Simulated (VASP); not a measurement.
Set up this calculation in VASP 6.6.1, as the native input.

| Quantity | Value |
| --- | --- |
| Task | electric field gradients |
| Functional | r2SCAN |
| Potentials or basis | VASP PAW PBE potentials, release 64 (Zr_sv, C) |
| Cutoff | 520 eV |
| k mesh | 11 × 11 × 11 |
| Occupations | fermi-dirac, width 0.05 eV |
| Spin | no spin polarisation |
| Dipole correction | no |
| Further INCAR settings | ALGO = Normal; EDIFF = 1e-08; NBANDS = 15 |

The system is ZrC.

```xyz
2
Lattice="0.0000 2.3650 2.3650 2.3650 0.0000 2.3650 2.3650 2.3650 0.0000" Properties=species:S:1:pos:R:3 pbc="T T T"
Zr    2.3650    2.3650    2.2940
C     0.0000    0.0000    0.0709
```

This cell differs from its parent crystal: shortest bond scaled by 0.94.

These files were run (other wordings do the same):

POSCAR

```
ZrC
1.0
    0.0000000000      2.3650000000      2.3650000000
    2.3650000000      0.0000000000      2.3650000000
    2.3650000000      2.3650000000      0.0000000000
Zr C
1 1
Direct
    0.4850000000      0.4850000000      0.5150000000
    0.0150000000      0.0150000000     -0.0150000000
```

INCAR.step1

```
SYSTEM = ZrC
ALGO     = Normal         ! electronic algorithm
EDIFF    = 1E-4           ! SCF threshold, eV
ENCUT    = 520            ! plane-wave cutoff, eV
GGA      = PE             ! functional
ISMEAR   = -1             ! smearing method
LASPH    = .True.         ! aspherical terms in the spheres
LCHARG   = .False.        ! write CHGCAR
LREAL    = .False.        ! projectors in reciprocal space
LWAVE    = .True.         ! write WAVECAR
NBANDS   = 15             ! bands
NELM     = 100            ! most SCF steps
PREC     = Accurate       ! precision mode
SIGMA    = 0.05           ! smearing width, eV
```

INCAR.step2

```
SYSTEM = ZrC
ALGO     = Normal         ! electronic algorithm
EDIFF    = 1E-8           ! SCF threshold, eV
ENCUT    = 520            ! plane-wave cutoff, eV
ISIF     = 2              ! what is computed and relaxed
ISMEAR   = -1             ! smearing method
ISTART   = 1            
LASPH    = .True.         ! aspherical terms in the spheres
LCHARG   = .False.        ! write CHGCAR
LEFG     = .True.       
LMIXTAU  = .True.       
LREAL    = .False.        ! projectors in reciprocal space
LWAVE    = .False.        ! write WAVECAR
METAGGA  = R2SCAN         ! meta-GGA
NBANDS   = 15             ! bands
NELM     = 100            ! most SCF steps
PREC     = Accurate       ! precision mode
SIGMA    = 0.05           ! smearing width, eV
```

KPOINTS

```
k-points
0
Gamma
  11 11 11
  0 0 0
```

Potentials or basis: VASP PAW PBE potentials, release 64 (Zr_sv, C).

Launch:

```sh
$ cat potpaw_PBE.64/Zr_sv/POTCAR potpaw_PBE.64/C/POTCAR > POTCAR
$ cp INCAR.step1 INCAR
$ mpirun -np 1 vasp_std > vasp.out
$ cp INCAR.step2 INCAR
$ mpirun -np 1 vasp_std > vasp.out
```

Results of the run:

| Quantity | Value |
| --- | --- |
| Pressure | -0.9 GPa |
| Largest force | 0.863 eV/Å |
| Band gap on the k mesh | zero (bands 8 and 9 overlap by 0.90 eV) |
| Largest electric field gradient by atom | Zr -15.6; C -3.3 V/Å² |

Caveat: the cell differs from its parent crystal (shortest bond scaled by 0.94); the stress differs along the axes, from -3 to 2 GPa; without QUAD_EFG the Cq values of the log hold for a quadrupole moment of 1 mb, not for the nuclei; the PAW data sets were made with another functional, which shifts forces and pressure a little.

It took 4.8 min on 1 thread of Intel(R) Xeon(R) Platinum 8375C CPU @ 2.90GHz (Ice Lake) (shared host), peak memory 0.2 GiB.
